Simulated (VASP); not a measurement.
**RbTi6: single point with PBE**

Crystal: RbTi6.

```
CELL_PARAMETERS angstrom
6.49004 0.00000 0.00000
0.00000 6.49004 0.00000
0.00000 0.00000 6.49004
ATOMIC_POSITIONS crystal
Rb 0.00000 0.00000 0.00000
Ti 0.50000 0.50000 0.21852
Ti 0.50000 0.50000 0.78148
Ti 0.21852 0.50000 0.50000
Ti 0.78148 0.50000 0.50000
Ti 0.50000 0.21852 0.50000
Ti 0.50000 0.78148 0.50000
```

The cell was built from a structure type or drawn by symmetry, and may not be a known phase.

```yaml
Program: VASP 6.6.1
Task: single point
Functional: PBE
Potentials_or_basis: VASP PAW PBE potentials, release 64 (Rb_sv, Ti_sv)
Cutoff: 500 eV
k_mesh: 4 × 4 × 4
Occupations: gaussian, width 0.1 eV
Spin: no spin polarisation
Dipole_correction: no
Further_INCAR_settings: ALGO = Normal; EDIFF = 1e-06; NBANDS = 50
```

The pressure is 0.3 GPa, the largest force is 0.014 eV/Å and the band gap on the k mesh is zero (an odd number of electrons rules out a gap without spin polarisation).

Forces in eV/Å, atoms in the order of the input:
```
Rb   0.000  0.000  0.000
Ti   0.000  0.000  0.014
Ti   0.000  0.000 -0.014
Ti   0.014  0.000  0.000
Ti  -0.014  0.000  0.000
Ti   0.000  0.014  0.000
Ti   0.000 -0.014  0.000
```

Levels at points of the mesh, in eV from the Fermi level:
```csv
k point,band 36,band 37,band 38,band 39,band 40,band 41,band 42,band 43,band 44,band 45
"(0.00, 0.00, 0.00)",-0.62,-0.54,-0.54,-0.54,0.00,0.00,0.00,0.29,0.29,0.62
"(0.50, 0.00, 0.00)",-0.72,-0.72,-0.63,-0.44,-0.35,0.23,0.23,0.35,0.43,0.47
"(0.50, 0.50, 0.00)",-0.67,-0.67,-0.45,-0.34,-0.34,-0.13,-0.09,0.48,0.48,0.55
"(0.50, 0.50, 0.50)",-0.96,-0.96,0.04,0.04,0.04,0.09,0.09,0.35,0.35,0.35
```

Run time: 4.6 min on 1 thread of Intel Xeon 8259CL (shared host), peak memory 0.37 GiB.
